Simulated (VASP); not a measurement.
# As (I4/mmm) in VASP: relaxation of cell and atoms with PBEsol

Aim: the relaxation of cell and atoms of As with PBEsol.

All numbers are computed with VASP 6.6.1; they aren't measurements. Logs are shortened: lines on timing, memory, paths and dates and some standing lists are left out, and cuts for length are marked.

## Step 1: The cell of the first run

It takes space group I4/mmm (No. 139, tetragonal). Conventional cell: a = 2.691 Å, b = 2.691 Å, c = 5.177 Å, α = 90.00°, β = 90.00°, γ = 90.00°. As (site symmetry 4/mmm) has 12 As at 2.69 to 3.21 Å within 3.5 Å.

## Step 2: Relaxation of cell and atoms, PBEsol

INCAR

```
PREC     = Accurate       # precision mode
ENCUT    = 600            # plane-wave cutoff, eV
EDIFF    = 1E-6           # SCF threshold, eV
ISMEAR   = 0              # smearing method
SIGMA    = 0.1            # smearing width, eV
LREAL    = False          # projectors in reciprocal space
LASPH    = True           # aspherical terms in the spheres
NELM     = 60             # most SCF steps
ALGO     = Normal         # electronic algorithm
ISIF     = 3              # what is computed and relaxed
LWAVE    = False          # write WAVECAR
LCHARG   = False          # write CHGCAR
GGA      = PS             # functional
IBRION   = 2              # ionic algorithm
NSW      = 100            # ionic steps
EDIFFG   = -0.01          # ionic threshold
```

KPOINTS

```
regular mesh
0
Gamma
  28 28 28
```

POSCAR

```
As
1.0
   -1.3453865976      1.3453865976      2.5883870814
    1.3453865976     -1.3453865976      2.5883870814
    1.3453865976      1.3453865976     -2.5883870814
As
1
Direct
    0.0000000000      0.0000000000      0.0000000000
```

Potentials or basis: VASP PAW PBE potentials, release 64 (As).

Command:

```console
$ cat potpaw_PBE.64/As/POTCAR > POTCAR
$ mpirun -np 1 vasp_std > vasp.out
```

OUTCAR:

```text
PREC = Accurate
   ENCUT = 600
   EDIFF = 1E-6
   ISMEAR = 0
   LREAL = False
   LASPH = True
   NELM = 60
   ISIF = 3
   GGA = PS
   IBRION = 2
   NSW = 100
   EDIFFG = -0.01

 ion  position               nearest neighbor table
   1  0.000  0.000  0.000-

  LATTYP: Found a body centered tetragonal cell.
 ALAT       =     2.6907731952
 C/A-ratio  =     1.9238983694

  Lattice vectors:

 A1 = (  -1.3453865976,   1.3453865976,   2.5883870814)
 A2 = (   1.3453865976,  -1.3453865976,   2.5883870814)
 A3 = (   1.3453865976,   1.3453865976,  -2.5883870814)

Analysis of symmetry for initial positions (statically):
=====================================================================
 Subroutine PRICEL returns:
 Original cell was already a primitive cell.

 Routine SETGRP: Setting up the symmetry group for a
 body centered tetragonal supercell.

 Subroutine GETGRP returns: Found 16 space group operations
 (whereof 16 operations were pure point group operations)
 out of a pool of 16 trial point group operations.

The static configuration has the point symmetry D_4h.

Analysis of symmetry for dynamics (positions and initial velocities):
=====================================================================
 Subroutine PRICEL returns:
 Original cell was already a primitive cell.

 Routine SETGRP: Setting up the symmetry group for a
 body centered tetragonal supercell.

 Subroutine GETGRP returns: Found 16 space group operations
 (whereof 16 operations were pure point group operations)
 out of a pool of 16 trial point group operations.

The dynamic configuration has the point symmetry D_4h.

 Subroutine INISYM returns: Found 16 space group operations
 (whereof 16 operations are pure point group operations),
 and found     1 'primitive' translations

----------------------------------------------------------------------------------------

                                     Primitive cell

  volume of cell :      18.7406

  direct lattice vectors                    reciprocal lattice vectors
    -1.345386598  1.345386598  2.588387081     0.000000000  0.371640390  0.193170490
     1.345386598 -1.345386598  2.588387081     0.371640390  0.000000000  0.193170490
     1.345386598  1.345386598 -2.588387081     0.371640390  0.371640390  0.000000000

  length of vectors
     3.212456673  3.212456673  3.212456673     0.418845339  0.418845339  0.525578880

  position of ions in fractional coordinates (direct lattice)
     0.000000000  0.000000000  0.000000000

  ion indices of the primitive-cell ions
   primitive index   ion index
                 1           1

----------------------------------------------------------------------------------------

 KPOINTS: regular mesh

Automatic generation of k-mesh.
 Grid dimensions read from file:
 generate k-points for:   28   28   28

 Generating k-lattice:

  Cartesian coordinates                     Fractional coordinates (reciprocal lattice)
     0.000000000  0.013272871  0.006898946     0.035714286  0.000000000  0.000000000
     0.013272871  0.000000000  0.006898946     0.000000000  0.035714286  0.000000000
     0.013272871  0.013272871  0.000000000     0.000000000  0.000000000  0.035714286

  Length of vectors
     0.014958762  0.014958762  0.018770674

  Shift w.r.t. Gamma in fractional coordinates (k-lattice)
     0.000000000  0.000000000  0.000000000

 Subroutine IBZKPT returns following result:
 ===========================================

 Found   1639 irreducible k-points:

 Following reciprocal coordinates:
            Coordinates               Weight
  0.000000  0.000000  0.000000      1.000000
  0.035714  0.000000 -0.000000      8.000000
  0.071429  0.000000 -0.000000      8.000000
  0.107143  0.000000 -0.000000      8.000000
  0.142857  0.000000 -0.000000      8.000000
  0.178571  0.000000 -0.000000      8.000000
[... 16 lines left out ...]
  0.285714  0.035714  0.000000     16.000000
  0.321429  0.035714 -0.000000     16.000000
 [... further k-points ...]
   k-points           NKPTS =   1639   k-points in BZ     NKDIM =   1639   number of bands    NBANDS=      6
   number of dos      NEDOS =    301   number of ions     NIONS =      1
   total plane-waves  NPLWV =  21952
   dimension x,y,z NGX =    28 NGY =   28 NGZ =   28
   dimension x,y,z NGXF=    56 NGYF=   56 NGZF=   56
   ions per type =               1
   NGX,Y,Z   is equivalent  to a cutoff of  14.49, 14.49, 14.49 a.u.
   NGXF,Y,Z  is equivalent  to a cutoff of  28.98, 28.98, 28.98 a.u.
 SYSTEM =  unknown system
   PREC   = accura    normal or accurate (medium, high low for compatibility)
   ISTART =      0    job   : 0-new  1-cont  2-samecut
   ICHARG =      2    charge: 1-file 2-atom 10-const
   ISPIN  =      1    spin polarized calculation?
   LNONCOLLINEAR =      F non collinear calculations
   LSORBIT =      F    spin-orbit coupling
   LASPH  =      T    aspherical Exc in radial PAW
   ENCUT  =  600.0 eV  44.10 Ry    6.64 a.u.   6.42  6.42  6.42*2*pi/ulx,y,z
   NELM   =     60;   NELMIN=  2; NELMDL= -5     # of ELM steps
   EDIFF  = 0.1E-05   stopping-criterion for ELM
   LREAL  =      F    real-space projection
   EDIFFG = -.1E-01   stopping-criterion for IOM
   NSW    =    100    number of steps for IOM
   IBRION =      2    ionic relax: 0-MD 1-quasi-New 2-CG
   NFREE  =      1    steps in history (QN), initial steepest desc. (CG)
   ISIF   =      3    stress and relaxation
   ISYM   =      2    0-nonsym 1-usesym 2-fastsym
   POTIM  = 0.5000    time-step for ionic-motion
   TEBEG  =    0.0;   TEEND  =   0.0 temperature during run
   PSTRESS=    0.0 pullay stress
   NELECT =       5.0000    total number of electrons
   NUPDOWN=      -1.0000    fix difference up-down
   EMIN   =  10.00;   EMAX   =-10.00  energy-range for DOS
   EFERMI =   0.00;   METHOD = LEGACY
   ISMEAR =     0;   SIGMA  =   0.10  broadening in eV -4-tet -1-fermi 0-gaus
   EFERMI_NEDOS =   21; number of points for ismear=-14 and -15
   IALGO  =     38    algorithm
   IMIX   =      4    mixing-type and parameters
     AMIX     =   0.40;   BMIX     =  1.00
     AMIX_MAG =   1.60;   BMIX_MAG =  1.00
  volume/ion in A,a.u.               =      18.74       126.47
  Fermi-wavevector in a.u.,A,eV,Ry     =   1.053910  1.991602 15.112360  1.110727
  Thomas-Fermi vector in A             =   2.189050
   LORBIT       =      0    0 simple, 1 ext, 2 COOP (PROOUT), +10 PAW based schemes
   GGA     = PS    functional components
   LHFCALC =     F    Hartree Fock is set to
   AEXX    =    0.0000 exact exchange contribution
   IVDW    =     0    specifies the selected vdW correction
   LEPSILON=     F    determine dielectric tensor
   LRPA    =     F    only Hartree local field effects (RPA)
 conjugate gradient relaxation of ions
 non-spin polarized calculation
 Gauss-broadening in eV      SIGMA  =   0.10
  energy-cutoff  :      600.00
  volume of cell :       18.74
 maximum number of plane-waves:       644
 NGX is ok and might be reduce to    28
   NGX = 13   NGY = 13   NGZ = 13

--------------------------------------- Ionic step        1  -------------------------------------------

 number of electron       5.0000000 magnetization

 Free energy of the ion-electron system (eV)
  ---------------------------------------------------
  ext. energy  EPLUGINS =         0.00000000
  ---------------------------------------------------
  free energy    TOTEN  =        -4.68097362 eV

  energy without entropy =       -4.67878513  energy(sigma->0) =       -4.67987938

------------------------ aborting loop because EDIFF is reached ----------------------------------------

  FORCE on cell =-STRESS in cart. coord.  units (eV):
  Direction    XX          YY          ZZ          XY          YZ          ZX
  --------------------------------------------------------------------------------------
  -------------------------------------------------------------------------------------
  Total        0.1441515      0.1441515      0.0862473      0.0000000     -0.0000000      0.0000000
  in kB       12.3238467     12.3238467      7.3734829      0.0000000     -0.0000000      0.0000000
  external PRESSURE =      10.6737254 kB  Pullay stress =       0.0000000 kB
[... 55 lines left out ...]
  energy  without entropy=       -4.6791937792  energy(sigma->0) =       -4.68030984

--------------------------------------- Ionic step        3  -------------------------------------------

 number of electron       5.0000000 magnetization

 Free energy of the ion-electron system (eV)
  ---------------------------------------------------
  ext. energy  EPLUGINS =         0.00000000
  ---------------------------------------------------
  free energy    TOTEN  =        -4.68169486 eV

  energy without entropy =       -4.67948581  energy(sigma->0) =       -4.68059033

 E-fermi :   6.4536     XC(G=0): -10.8562

 val. band max:        6.4520864009   @ k =   0.2857   0.1429   0.1429
 cond. band min:       6.4545631729   @ k =  -0.3571   0.4643   0.0714
 fundamental gap:      0.0024767720
 Fermi energy:         6.4535884167

 k-point     1 :       0.0000    0.0000    0.0000
  band No.  band energies     occupation
      1      -8.8361      2.00000
      2      10.1373      0.00000
      3      12.8205      0.00000
      4      12.8205      0.00000
      5      16.6486      0.00000
      6      17.6861      0.00000

 k-point     2 :       0.0357    0.0000   -0.0000
  band No.  band energies     occupation
      1      -8.8049      2.00000
      2      10.0661      0.00000
      3      12.5169      0.00000
      4      12.8257      0.00000
      5      16.7189      0.00000
      6      17.8715      0.00000
[... 190 lines left out ...]
 k-point    24 :       0.3214    0.0357   -0.0000
  band No.  band energies     occupation
      1      -6.2485      2.00000
      2       3.1319      2.00000
      3       7.8430      0.00000
      4      12.9381      0.00000
      5      13.7701      0.00000
      6      19.2808      0.00000

 [... further k-points ...]
[... 5 lines left out ...]
  --------------------------------------------------------------------------------------
  -------------------------------------------------------------------------------------
  Total        0.0005786      0.0005786     -0.0004142      0.0000000      0.0000000      0.0000000
  in kB        0.0489190      0.0489190     -0.0350159      0.0000000      0.0000000      0.0000000
  external PRESSURE =       0.0209407 kB  Pullay stress =       0.0000000 kB
[... 16 lines left out ...]
  FREE ENERGIE OF THE ION-ELECTRON SYSTEM (eV)
  ---------------------------------------------------
  free  energy   TOTEN  =        -4.6816948570 eV

  energy  without entropy=       -4.6794858097  energy(sigma->0) =       -4.68059033

 reached required accuracy - stopping structural energy minimisation
```

Wall time 3.4 min (1 thread of Intel Xeon 6975P-C (Granite Rapids), shared host); peak memory 0.39 GiB.

What came out:

| Quantity | Value |
| --- | --- |
| Free energy | -4.6817 eV |
| Relaxed volume | 18.95 Å³/atom |
| Relaxed cell | a = 3.223 Å, b = 3.223 Å, c = 3.223 Å, α = 130.42°, β = 130.42°, γ = 72.73° |
| Space group after relaxing (to 0.1 Å) | I4/mmm (No. 139) |
| Energy gained by relaxing | 0.7 meV/atom |
| Ionic steps | 3 |
| Pressure after relaxing | 0.0 GPa |
| Band gap on the k mesh | zero (an odd number of electrons rules out a gap without spin polarisation) |

The path:
```
step  energy change (eV)  largest force (eV/Å)  pressure (GPa)  volume (Å³)
   1              0.0000                0.0000            1.07        18.74
   2             -0.0005                0.0000           -0.62        19.08
   3             -0.0007                0.0000            0.00        18.95
```

Final structure:
```
As
1.0
    -1.35116    1.35116    2.59503
     1.35116   -1.35116    2.59503
     1.35116    1.35116   -2.59503
As
1
Direct
  0.00000 0.00000 0.00000
```

Caveat: the PAW data sets were made with another functional, which shifts forces and pressure a little.
